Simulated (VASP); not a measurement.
# Ti: single point with PBEsol

Crystal: Ti.

```
Ti
1.0
     2.92920    0.00000    0.00000
    -1.46460    2.53676    0.00000
     0.00000    0.00000    4.63638
Ti
2
Direct
  0.33333 0.66667 0.25000
  0.66667 0.33333 0.75000
```

This cell differs from its parent crystal: volume scaled by 1.03, then relaxed in part.

```yaml
Program: VASP 6.6.1
Task: single point
Functional: PBEsol
Potentials_or_basis: VASP PAW PBE potentials, release 64 (Ti_sv)
Cutoff: 520 eV
k_mesh: 18 × 18 × 10
Occupations: gaussian, width 0.1 eV
Spin: no spin polarisation
```

```yaml
Pressure: -3.8 GPa
Band_gap_on_the_k_mesh: zero (band 12 reaches 9.07 eV, above the bottom of band 13 at 7.97 eV)
```

Stress tensor (GPa, compression positive):
```
-3.73  0.00  0.00
 0.00 -3.73  0.00
 0.00  0.00 -3.86
```

Levels at points of the mesh, in eV from the Fermi level:
```tsv
k point	band 9	band 10	band 11	band 12	band 13	band 14	band 15	band 16
(0.00, 0.00, 0.00)	-6.24	-2.72	0.77	0.77	0.80	0.89	1.28	1.28
(0.50, 0.00, 0.00)	-2.37	-2.20	-1.88	-0.62	0.46	0.62	1.18	3.38
(0.00, 0.00, 0.50)	-4.37	-4.37	0.08	0.08	0.67	0.67	0.67	0.67
(0.50, 0.00, 0.50)	-2.58	-2.58	-0.83	-0.83	1.35	1.35	1.73	1.73
```

Run time: 2.5 min on 1 thread of Intel(R) Xeon(R) 6975P-C (Granite Rapids), on a shared host, peak memory 0.24 GiB.

Caveat: the PAW data sets were made with another functional, which shifts forces and pressure a little.
